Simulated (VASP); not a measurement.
# GaP (rocksalt type): single point with PBE

The system is GaP (rocksalt type).

```
CELL_PARAMETERS angstrom
0.00000 2.39512 2.39512
2.39512 0.00000 2.39512
2.39512 2.39512 0.00000
ATOMIC_POSITIONS crystal
Ga 0.00000 0.00000 0.00000
P 0.50000 0.50000 0.50000
```

| Item | Value |
| --- | --- |
| Program | VASP 6.6.1 |
| Task | single point |
| Functional | PBE |
| Potentials or basis | VASP PAW PBE potentials, release 64 (Ga_d, P) |
| Cutoff | 520 eV |
| k mesh | 14 × 14 × 14 |
| Occupations | fermi-dirac, width 0.1 eV |
| Spin | no spin polarisation |
| Dipole correction | no |
| Further INCAR settings | ALGO = Normal; EDIFF = 1e-06; NBANDS = 16 |

| Item | Value |
| --- | --- |
| Pressure | 32.6 GPa |
| Band gap on the k mesh | zero (bands 9 and 10 overlap by 3.51 eV) |

Levels at points of the mesh, in eV from the Fermi level:
```csv
k point,band 7,band 8,band 9,band 10,band 11,band 12
"(0.00, 0.00, 0.00)",-0.07,-0.07,-0.07,4.02,6.89,6.89
"(0.50, 0.00, 0.00)",-9.33,0.17,0.17,2.77,2.77,3.46
"(0.50, 0.50, 0.00)",-7.57,-3.55,-3.55,-2.89,2.58,13.22
```

It took 70 s on 1 thread of AMD EPYC 7R13, on a shared host, peak memory 0.16 GiB.

Caveat: the cell stands under pressure.
